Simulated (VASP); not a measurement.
Set up this calculation in VASP 6.6.1, as the native input.

```yaml
Task: single point
Functional: PBE
Potentials_or_basis: VASP PAW PBE potentials, release 64 (Ca_sv)
Cutoff: 520 eV
k_mesh: 12 × 12 × 4
Occupations: gaussian, width 0.1 eV
Spin: no spin polarisation
Dipole_correction: no
Further_INCAR_settings: ALGO = Fast; EDIFF = 1e-07; NBANDS = 28
```

The structure of Ca lies in POSCAR:

```
Ca
1.0
    3.8215732000      0.0000000000      0.0000000000
   -1.9107865999      3.3095794736      0.0000000000
    0.0000000000      0.0000000000     12.6202690487
Ca
4
Direct
    0.0000000000      0.0000000000      0.0109889447
    0.3333333300      0.6666666700      0.2500000000
    0.0000000000      0.0000000000      0.4890110553
    0.6666666700      0.3333333300      0.7500000000
```

This cell differs from its parent crystal: strained and its atoms moved.

One way to write it, as run:

INCAR

```
PREC = Accurate
ENCUT = 520
EDIFF = 1E-7
ISMEAR = 0
SIGMA = 0.1
LREAL = F
LASPH = T
NELM = 60
ALGO = Fast
ISIF = 2
LWAVE = F
LCHARG = F
GGA = PE
NBANDS = 28
```

KPOINTS

```
regular mesh
0
Gamma
  12 12 4
```

Potentials or basis: VASP PAW PBE potentials, release 64 (Ca_sv).

Command:

```bash
$ cat potpaw_PBE.64/Ca_sv/POTCAR > POTCAR
$ mpirun -np 1 vasp_std > vasp.out
```

Results of the run:

The pressure is 1.2 GPa. The largest force is 0.313 eV/Å and the band gap on the k mesh is zero (bands 20 and 21 overlap by 0.41 eV).

Caveat: the cell differs from its parent crystal (strained and its atoms moved).

Run time: 8.5 min on 1 thread of Oxide Virtual Turin-like Processor (shared host), peak memory 0.34 GiB.
